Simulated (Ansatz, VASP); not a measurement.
# P in VASP and in Ansatz

```xyz
4
Lattice="1.6093 -4.9364 0.0000 1.6093 4.9364 0.0000 0.0000 0.0000 4.4402" Properties=species:S:1:pos:R:3 pbc="T T T"
P     1.6093    3.8861    4.1210
P     1.6093   -1.0503    2.5394
P     1.6093   -3.8861    0.3193
P     1.6093    1.0503    1.9008
```

Alike in both runs: task single point; functional PBE; dispersion D3(BJ); k mesh 16 × 16 × 12; occupations gaussian, width 0.15 eV; no spin polarisation.

|  | VASP | Ansatz |
| --- | --- | --- |
| version | VASP 6.6.1 | Ansatz 0.2.0 |
| potentials or method | VASP PAW PBE potentials, release 64 (P), cutoff 520 eV | scalar-relativistic, plane waves, PAW |
| valence electrons in the cell | 20 | 20 |

|  | VASP | Ansatz | Ansatz less VASP |
| --- | --- | --- | --- |
| gap on the k mesh at the Fermi level (eV) | none | none | - |
| pressure (GPa) | 0.4 | 0.8 | +0.35 |
| traceless stress, the component that is largest in VASP (GPa) | -7.04 | -7.01 | +0.029 |
| rms of the force components (eV/Å) | 0.545 | 0.538 | -0.0068 |

Atom by atom the forces differ by 0.037 eV/Å (rms over components). A gap of «none» marks a metal or a gap that the smearing closes.
